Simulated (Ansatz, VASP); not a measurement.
Two plane-wave programs on WS2

```xyz
3
Lattice="3.4062 0.0000 0.0000 0.0000 3.4062 0.0000 0.0000 0.0000 10.7573" Properties=species:S:1:pos:R:3 pbc="T T T"
W     1.7031    1.7031    5.3786
S     1.7031    1.7031    9.8485
S     1.7031    1.7031    0.9087
```

Alike in both runs: task single point; functional PBE; k mesh 6 × 6 × 2; occupations gaussian, width 0.1 eV; no spin polarisation.

|  | VASP | Ansatz |
| --- | --- | --- |
| version | VASP 6.6.1 | Ansatz 0.2.0 |
| potentials or method | VASP PAW PBE potentials, release 64 (W_sv, S), cutoff 500 eV | scalar-relativistic, plane waves, PAW |
| valence electrons in the cell | 26 | 26 |

VASP gave:

| Quantity | Value |
| --- | --- |
| gap on the k mesh at the Fermi level (eV) | none |
| pressure (GPa) | -6.5 |
| traceless stress, the component that is largest in VASP (GPa) | 12.73 |
| rms of the force components (eV/Å) | 1.308 |

Q: Which values does Ansatz return?

A: gap on the k mesh at the Fermi level (eV): none; pressure (GPa): -6.2; traceless stress, the component that is largest in VASP (GPa): 13.29; rms of the force components (eV/Å): 1.478.

Atom by atom the forces differ by 0.170 eV/Å (rms over components). A gap of «none» marks a metal or a gap that the smearing closes. With one functional, cell and mesh, what is left measures potentials, basis and numerics.

Spin-orbit coupling is off throughout.
